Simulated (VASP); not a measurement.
Set up this calculation in VASP 6.6.1, as the native input.

| Item | Value |
| --- | --- |
| Task | single point |
| Functional | PBE |
| Potentials or basis | VASP PAW PBE potentials, release 64 (Cd, Se) |
| Cutoff | 520 eV |
| k mesh | 14 × 14 × 14 |
| Occupations | fermi-dirac, width 0.1 eV |
| Spin | no spin polarisation |
| Dipole correction | no |
| Further INCAR settings | ALGO = Normal; EDIFF = 1e-07; NBANDS = 16 |

The structure of CdSe (rocksalt type) lies in POSCAR:

```
CdSe
1.0
    0.0000000000      2.5718002657      2.5718002657
    2.5718002657      0.0000000000      2.5718002657
    2.5718002657      2.5718002657      0.0000000000
Cd Se
1 1
Direct
    0.0000000000      0.0000000000      0.0000000000
    0.5000000000      0.5000000000      0.5000000000
```

The input as run:

INCAR

```
SYSTEM = CdSe
  PREC = Accurate
  ENCUT = 520
  EDIFF = 1E-7
  ISMEAR = -1
  SIGMA = 0.1
  LREAL = .FALSE.
  LASPH = .TRUE.
  NELM = 100
  ALGO = Normal
  ISIF = 2
  LWAVE = .FALSE.
  LCHARG = .TRUE.
  GGA = PE
  LELF = .TRUE.
  LVHAR = .TRUE.
  NBANDS = 16
```

KPOINTS

```
regular mesh
0
G
  14 14 14
  0 0 0
```

Potentials or basis: VASP PAW PBE potentials, release 64 (Cd, Se).

Command:

```console
$ cat potpaw_PBE.64/Cd/POTCAR potpaw_PBE.64/Se/POTCAR > POTCAR
$ mpirun -np 1 vasp_std > vasp.out
```

Results of the run:

```yaml
Pressure: 44.7 GPa
Band_gap_on_the_k_mesh: zero (bands 9 and 10 overlap by 0.67 eV)
```

Caveat: the cell stands under pressure; semilocal functionals underestimate gaps, and a narrow one can read as zero.

Run time: 45 s on 1 thread of AMD EPYC 7R13 Processor (Zen 3), with other jobs on the host, peak memory 0.17 GiB.
